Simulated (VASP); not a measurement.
# V (I4/mmm) in VASP: notebook

V is run at these levels: PBEsol; tasks: single point.

All numbers are computed with VASP 6.6.1; they aren't measurements. Logs are shortened: lines on timing, memory, paths and dates and some standing lists are left out, and cuts for length are marked.

## 1. The cell of the first run

The structure is tetragonal, space group I4/mmm (No. 139). The conventional cell has a = 3.071 Å, b = 3.071 Å, c = 3.026 Å, α = 90.00°, β = 90.00°, γ = 90.00°. Within 3.5 Å of V (site symmetry 4/mmm) lie 14 V at 2.65 to 3.07 Å.

## 2. Single point, PBEsol (strain +0.015 along x and y, +0.000 along z)

INCAR reads:

```
SYSTEM = V
ALGO = Fast
EDIFF = 1E-6
ENCUT = 520
GGA = PS
ISIF = 2
ISMEAR = 0
LASPH = .TRUE.
LCHARG = .FALSE.
LREAL = .FALSE.
LWAVE = .FALSE.
NBANDS = 12
NELM = 60
PREC = Accurate
SIGMA = 0.15
```

KPOINTS reads:

```
k-points
0
G
  22 22 22
  0 0 0
```

POSCAR reads:

```
V
1.0
   -1.5356950000      1.5356950000      1.5130000000
    1.5356950000     -1.5356950000      1.5130000000
    1.5356950000      1.5356950000     -1.5130000000
V
1
Direct
    0.0000000000      0.0000000000      0.0000000000
```

Potentials or basis: VASP PAW PBE potentials, release 64 (V_sv).

Command:

```
$ cat potpaw_PBE.64/V_sv/POTCAR > POTCAR
$ mpirun -np 1 vasp_std > vasp.out
```

OUTCAR:

```text
SYSTEM = V
   EDIFF = 1E-6
   ENCUT = 520
   GGA = PS
   ISIF = 2
   ISMEAR = 0
   LASPH = .TRUE.
   LREAL = .FALSE.
   NELM = 60
   PREC = Accurate

 ion  position               nearest neighbor table
   1  0.000  0.000  0.000-

  LATTYP: Found a body centered tetragonal cell.
 ALAT       =     3.0713900000
 C/A-ratio  =     0.9852216749

  Lattice vectors:

 A1 = (  -1.5356950000,   1.5356950000,   1.5130000000)
 A2 = (   1.5356950000,  -1.5356950000,   1.5130000000)
 A3 = (   1.5356950000,   1.5356950000,  -1.5130000000)

Analysis of symmetry for initial positions (statically):
=====================================================================
 Subroutine PRICEL returns:
 Original cell was already a primitive cell.

 Routine SETGRP: Setting up the symmetry group for a
 body centered tetragonal supercell.

 Subroutine GETGRP returns: Found 16 space group operations
 (whereof 16 operations were pure point group operations)
 out of a pool of 16 trial point group operations.

The static configuration has the point symmetry D_4h.

Analysis of symmetry for dynamics (positions and initial velocities):
=====================================================================
 Subroutine PRICEL returns:
 Original cell was already a primitive cell.

 Routine SETGRP: Setting up the symmetry group for a
 body centered tetragonal supercell.

 Subroutine GETGRP returns: Found 16 space group operations
 (whereof 16 operations were pure point group operations)
 out of a pool of 16 trial point group operations.

The dynamic configuration has the point symmetry D_4h.

 Subroutine INISYM returns: Found 16 space group operations
 (whereof 16 operations are pure point group operations),
 and found     1 'primitive' translations

----------------------------------------------------------------------------------------

                                     Primitive cell

  volume of cell :      14.2728

  direct lattice vectors                    reciprocal lattice vectors
    -1.535695000  1.535695000  1.513000000     0.000000000  0.325585484  0.330469266
     1.535695000 -1.535695000  1.513000000     0.325585484  0.000000000  0.330469266
     1.535695000  1.535695000 -1.513000000     0.325585484  0.325585484  0.000000000

  length of vectors
     2.646863666  2.646863666  2.646863666     0.463913616  0.463913616  0.460447407

  position of ions in fractional coordinates (direct lattice)
     0.000000000  0.000000000  0.000000000

  ion indices of the primitive-cell ions
   primitive index   ion index
                 1           1

----------------------------------------------------------------------------------------

 KPOINTS: k-points

Automatic generation of k-mesh.
 Grid dimensions read from file:
 generate k-points for:   22   22   22

 Generating k-lattice:

  Cartesian coordinates                     Fractional coordinates (reciprocal lattice)
     0.000000000  0.014799340  0.015021330     0.045454545 -0.000000000  0.000000000
     0.014799340  0.000000000  0.015021330    -0.000000000  0.045454545  0.000000000
     0.014799340  0.014799340  0.000000000     0.000000000  0.000000000  0.045454545

  Length of vectors
     0.021086983  0.021086983  0.020929428

  Shift w.r.t. Gamma in fractional coordinates (k-lattice)
     0.000000000  0.000000000  0.000000000

 Subroutine IBZKPT returns following result:
 ===========================================

 Found    834 irreducible k-points:

 Following reciprocal coordinates:
            Coordinates               Weight
  0.000000  0.000000  0.000000      1.000000
  0.045455  0.000000 -0.000000      8.000000
  0.090909  0.000000 -0.000000      8.000000
  0.136364  0.000000  0.000000      8.000000
  0.181818  0.000000 -0.000000      8.000000
  0.227273  0.000000  0.000000      8.000000
[... 16 lines left out ...]
  0.500000  0.045455  0.000000     16.000000
 -0.454545  0.045455  0.000000     16.000000
 [... further k-points ...]
   k-points           NKPTS =    834   k-points in BZ     NKDIM =    834   number of bands    NBANDS=     12
   number of dos      NEDOS =    301   number of ions     NIONS =      1
   total plane-waves  NPLWV =   8000
   dimension x,y,z NGX =    20 NGY =   20 NGZ =   20
   dimension x,y,z NGXF=    40 NGYF=   40 NGZF=   40
   ions per type =               1
   NGX,Y,Z   is equivalent  to a cutoff of  12.56, 12.56, 12.56 a.u.
   NGXF,Y,Z  is equivalent  to a cutoff of  25.12, 25.12, 25.12 a.u.
 SYSTEM =  V
   PREC   = accura    normal or accurate (medium, high low for compatibility)
   ISTART =      0    job   : 0-new  1-cont  2-samecut
   ICHARG =      2    charge: 1-file 2-atom 10-const
   ISPIN  =      1    spin polarized calculation?
   LNONCOLLINEAR =      F non collinear calculations
   LSORBIT =      F    spin-orbit coupling
   LASPH  =      T    aspherical Exc in radial PAW
   ENCUT  =  520.0 eV  38.22 Ry    6.18 a.u.   4.92  4.92  4.92*2*pi/ulx,y,z
   NELM   =     60;   NELMIN=  2; NELMDL= -5     # of ELM steps
   EDIFF  = 0.1E-05   stopping-criterion for ELM
   LREAL  =      F    real-space projection
   EDIFFG = 0.1E-04   stopping-criterion for IOM
   NSW    =      0    number of steps for IOM
   IBRION =     -1    ionic relax: 0-MD 1-quasi-New 2-CG
   NFREE  =      0    steps in history (QN), initial steepest desc. (CG)
   ISIF   =      2    stress and relaxation
   ISYM   =      2    0-nonsym 1-usesym 2-fastsym
   POTIM  = 0.5000    time-step for ionic-motion
   TEBEG  =    0.0;   TEEND  =   0.0 temperature during run
   PSTRESS=    0.0 pullay stress
   NELECT =      13.0000    total number of electrons
   NUPDOWN=      -1.0000    fix difference up-down
   EMIN   =  10.00;   EMAX   =-10.00  energy-range for DOS
   EFERMI =   0.00;   METHOD = LEGACY
   ISMEAR =     0;   SIGMA  =   0.15  broadening in eV -4-tet -1-fermi 0-gaus
   EFERMI_NEDOS =   21; number of points for ismear=-14 and -15
   IALGO  =     68    algorithm
   IMIX   =      4    mixing-type and parameters
     AMIX     =   0.40;   BMIX     =  1.00
     AMIX_MAG =   1.60;   BMIX_MAG =  1.00
  volume/ion in A,a.u.               =      14.27        96.32
  Fermi-wavevector in a.u.,A,eV,Ry     =   1.586913  2.998830 34.263435  2.518291
  Thomas-Fermi vector in A             =   2.686151
   LORBIT       =      0    0 simple, 1 ext, 2 COOP (PROOUT), +10 PAW based schemes
   GGA     = PS    functional components
   LHFCALC =     F    Hartree Fock is set to
   AEXX    =    0.0000 exact exchange contribution
   IVDW    =     0    specifies the selected vdW correction
   LEPSILON=     F    determine dielectric tensor
   LRPA    =     F    only Hartree local field effects (RPA)
 non-spin polarized calculation
 RMM-DIIS sequential band-by-band and
 Gauss-broadening in eV      SIGMA  =   0.15
  energy-cutoff  :      520.00
  volume of cell :       14.27
 maximum number of plane-waves:       398
   NGX =  9   NGY =  9   NGZ =  9

 number of electron      13.0000004 magnetization

 Free energy of the ion-electron system (eV)
  ---------------------------------------------------
  ext. energy  EPLUGINS =         0.00000000
  ---------------------------------------------------
  free energy    TOTEN  =        -9.57465180 eV

  energy without entropy =       -9.55269381  energy(sigma->0) =       -9.56367280

 E-fermi :   8.8653     XC(G=0): -12.7430

 val. band max:        8.8642427410   @ k =  -0.2273   0.1364   0.0000
 cond. band min:       8.8670554998   @ k =   0.0909   0.0909   0.0455
 fundamental gap:      0.0028127588
 Fermi energy:         8.8653267637

 k-point     1 :       0.0000    0.0000    0.0000
  band No.  band energies     occupation
      1     -54.6887      2.00000
      2     -28.1757      2.00000
      3     -28.1757      2.00000
      4     -28.1756      2.00000
      5       2.3966      2.00000
      6       9.1857      0.00252
      7       9.2963      0.00005
      8       9.2963      0.00005
      9      11.0543      0.00000
     10      11.1802      0.00000
     11      28.7977      0.00000
     12      28.7977      0.00000

 k-point     2 :       0.0455    0.0000   -0.0000
  band No.  band energies     occupation
      1     -54.6855      2.00000
      2     -28.1916      2.00000
      3     -28.1806      2.00000
      4     -28.1758      2.00000
      5       2.4767      2.00000
      6       9.1820      0.00283
      7       9.2892      0.00006
      8       9.3220      0.00002
      9      11.0454      0.00000
     10      11.1538      0.00000
     11      28.7030      0.00000
     12      28.8613      0.00000

 k-point     3 :       0.0909    0.0000   -0.0000
  band No.  band energies     occupation
      1     -54.6761      2.00000
      2     -28.2380      2.00000
      3     -28.1952      2.00000
      4     -28.1762      2.00000
      5       2.7130      2.00000
      6       9.1032      0.02490
      7       9.2603      0.00020
      8       9.4683      0.00000
      9      10.9911      0.00000
     10      11.1204      0.00000
     11      28.2615      0.00000
     12      28.8452      0.00000
[... 286 lines left out ...]
 k-point    23 :       0.5000    0.0455    0.0000
  band No.  band energies     occupation
      1     -54.5281      2.00000
      2     -28.9234      2.00000
      3     -28.4210      2.00000
      4     -28.1897      2.00000
      5       5.9091      2.00000
      6       7.8046      2.00000
      7      10.1098      0.00000
      8      11.1289      0.00000
      9      11.5658      0.00000
     10      12.8053      0.00000
     11      18.4528      0.00000
     12      24.2072      0.00000

 k-point    24 :      -0.4545    0.0455    0.0000
  band No.  band energies     occupation
      1     -54.5346      2.00000
      2     -28.8947      2.00000
      3     -28.4111      2.00000
      4     -28.1892      2.00000
      5       5.8841      2.00000
      6       7.8557      2.00000
      7       9.7778      0.00000
      8      11.1245      0.00000
      9      11.5026      0.00000
     10      12.6074      0.00000
     11      19.0706      0.00000
     12      24.4020      0.00000

 [... further k-points ...]

------------------------ aborting loop because EDIFF is reached ----------------------------------------

  FORCE on cell =-STRESS in cart. coord.  units (eV):
  Direction    XX          YY          ZZ          XY          YZ          ZX
  --------------------------------------------------------------------------------------
  -------------------------------------------------------------------------------------
  Total       -1.4403527     -1.4403527     -1.3002168      0.0000000      0.0000000      0.0000000
  in kB     -161.6853149   -161.6853149   -145.9545077      0.0000000      0.0000000      0.0000000
  external PRESSURE =    -156.4417125 kB  Pullay stress =       0.0000000 kB

 VOLUME and BASIS-vectors are now :
 -----------------------------------------------------------------------------
  energy-cutoff  :      520.00
  volume of cell :       14.27
      direct lattice vectors                 reciprocal lattice vectors
    -1.535695000  1.535695000  1.513000000     0.000000000  0.325585484  0.330469266
     1.535695000 -1.535695000  1.513000000     0.325585484  0.000000000  0.330469266
     1.535695000  1.535695000 -1.513000000     0.325585484  0.325585484  0.000000000

 POSITION                                       TOTAL-FORCE (eV/Angst)
 -----------------------------------------------------------------------------------
      0.00000      0.00000      0.00000         0.000000      0.000000      0.000000
 -----------------------------------------------------------------------------------
    total drift:                                0.000000      0.000000      0.000000

  FREE ENERGIE OF THE ION-ELECTRON SYSTEM (eV)
  ---------------------------------------------------
  free  energy   TOTEN  =        -9.5746517983 eV

  energy  without entropy=       -9.5526938106  energy(sigma->0) =       -9.56367280
```

It took 2.4 min on 1 thread of Intel Xeon 8259CL, shared host; peak memory 0.24 GiB.

Results:

```
Free energy            : -9.5747 eV
Pressure               : -15.6 GPa
Band gap on the k mesh : zero (an odd number of electrons rules out a gap without spin polarisation)
```

Levels at points of the mesh, in eV from the Fermi level:
| k point | band 4 | band 5 | band 6 | band 7 | band 8 | band 9 | band 10 | band 11 |
| --- | --- | --- | --- | --- | --- | --- | --- | --- |
| (0.00, 0.00, 0.00) | -37.04 | -6.47 | 0.32 | 0.43 | 0.43 | 2.19 | 2.31 | 19.93 |
| (0.50, 0.00, 0.00) | -37.05 | -3.00 | -1.08 | 1.49 | 2.27 | 2.61 | 3.83 | 9.51 |
| (0.50, 0.50, 0.00) | -37.04 | -2.99 | -0.94 | 1.37 | 2.16 | 2.54 | 3.82 | 9.38 |
| (0.50, 0.50, 0.50) | -37.55 | -2.78 | -2.74 | 3.46 | 3.46 | 3.49 | 9.48 | 9.48 |

Caveat: the cell differs from its parent crystal (strain +0.015 along x and y, +0.000 along z); the cell stands under tension; the PAW data sets were made with another functional, which shifts forces and pressure a little.

## 3. Single point, PBEsol (strain +0.030 along x and y, -0.015 along z)

INCAR reads:

```
SYSTEM = V
PREC = Accurate ; ENCUT = 520
EDIFF = 1E-7 ; ISMEAR = 0
SIGMA = 0.15 ; LREAL = .FALSE.
LASPH = .TRUE. ; NELM = 60
ALGO = Fast ; ISIF = 2
LWAVE = .FALSE. ; LCHARG = .TRUE.
GGA = PS ; LELF = .TRUE.
LVHAR = .TRUE. ; NBANDS = 12
```

KPOINTS reads:

```
Automatic mesh
0
G
  22 22 22
  0 0 0
```

POSCAR reads:

```
V
1.0
   -1.5583900000      1.5583900000      1.4903050000
    1.5583900000     -1.5583900000      1.4903050000
    1.5583900000      1.5583900000     -1.4903050000
V
1
Direct
    0.0000000000      0.0000000000      0.0000000000
```

Potentials or basis: VASP PAW PBE potentials, release 64 (V_sv).

Command:

```
$ cat potpaw_PBE.64/V_sv/POTCAR > POTCAR
$ mpirun -np 1 vasp_std > vasp.out
```

It took 2.3 min on 1 thread of Intel Xeon 8259CL, shared host; peak memory 0.25 GiB.

The run converged. Its results:

```yaml
Free_energy: -9.5483 eV
Pressure: -17.3 GPa
Band_gap_on_the_k_mesh: zero (an odd number of electrons rules out a gap without spin polarisation)
```

Stress tensor (GPa, compression positive):
```
-18.73   0.00   0.00
  0.00 -18.73   0.00
  0.00   0.00 -14.43
```

Levels at points of the mesh, in eV from the Fermi level:
| k point | band 3 | band 4 | band 5 | band 6 | band 7 | band 8 | band 9 | band 10 | band 11 | band 12 |
| --- | --- | --- | --- | --- | --- | --- | --- | --- | --- | --- |
| (0.00, 0.00, 0.00) | -37.08 | -37.08 | -6.44 | 0.17 | 0.51 | 0.51 | 2.01 | 2.39 | 19.62 | 19.62 |
| (0.50, 0.00, 0.00) | -37.32 | -37.10 | -2.96 | -1.14 | 1.53 | 2.23 | 2.67 | 3.76 | 9.43 | 15.16 |
| (0.50, 0.50, 0.00) | -37.29 | -37.07 | -2.95 | -0.74 | 1.18 | 1.95 | 2.42 | 3.71 | 9.05 | 15.75 |
| (0.50, 0.50, 0.50) | -37.60 | -37.54 | -2.76 | -2.64 | 3.37 | 3.37 | 3.46 | 9.04 | 9.04 | 10.49 |

Caveat: the cell differs from its parent crystal (strain +0.030 along x and y, -0.015 along z); the cell stands under tension; the PAW data sets were made with another functional, which shifts forces and pressure a little.
